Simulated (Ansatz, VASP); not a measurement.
## Ni3Ge in VASP and in Ansatz

INCAR

```
SYSTEM = Ni3Ge
PREC = Accurate ; ENCUT = 520
EDIFF = 1E-7 ; ISMEAR = 0
SIGMA = 0.1 ; LREAL = .False.
LASPH = .True. ; NELM = 60
ALGO = Fast ; ISIF = 2
LWAVE = .False. ; LCHARG = .False.
GGA = PS ; NBANDS = 30
```

Contents of KPOINTS:

```
Automatic mesh
0
Gamma
  12 12 12
  0 0 0
```

POSCAR

```
Ni3Ge
1.0
    3.6386989152      0.0000000000      0.0000000000
    0.0000000000      3.6386989152      0.0000000000
    0.0000000000      0.0000000000      3.6386989152
Ni Ge
3 1
Direct
    0.5000000000      0.0000000000      0.5000000000
    0.0000000000      0.5000000000      0.5000000000
    0.5000000000      0.5000000000      0.0000000000
    0.0000000000      0.0000000000      0.0000000000
```

Input for Ansatz:

```yaml
crystal:
  lattice:
    - [3.6386989152, 0.0, 0.0]
    - [0.0, 3.6386989152, 0.0]
    - [0.0, 0.0, 3.6386989152]
  atoms:
    - { symbol: Ni, position: [0.5, 0.0, 0.5] }
    - { symbol: Ni, position: [0.0, 0.5, 0.5] }
    - { symbol: Ni, position: [0.5, 0.5, 0.0] }
    - { symbol: Ge, position: [0.0, 0.0, 0.0] }
basis:
  ecutwfc: 420
kpoints:
  mp_grid: { grid: [12, 12, 12] }
hamiltonian:
  xc: pbesol
scf:
  occupations: { method: gaussian, width: 0.1 }
output:
  forces: true
  stress: true
  eigenvalues: true
```

Alike in both runs: task single point; functional PBEsol; k mesh 12 × 12 × 12; occupations gaussian, width 0.1 eV; no spin polarisation.

```csv
,VASP,Ansatz
version,VASP 6.6.1,Ansatz 0.2.0
potentials or method,"VASP PAW PBE potentials, release 64 (Ni, Ge_d), cutoff 520 eV","scalar-relativistic, plane waves, PAW"
valence electrons in the cell,44,68
```

```csv
,VASP,Ansatz,Ansatz less VASP
gap on the k mesh at the Fermi level (eV),none,none,-
pressure (GPa),-16.2,-16.5,-0.30
```

VASP's potentials were made for PBE, not for PBEsol. A gap of «none» marks a metal or a gap that the smearing closes. With one functional, cell and mesh, what is left measures potentials, basis and numerics. VASP's potentials hold 44 valence electrons a cell and Ansatz's 68, so a difference there can come from the potentials and not from the codes.
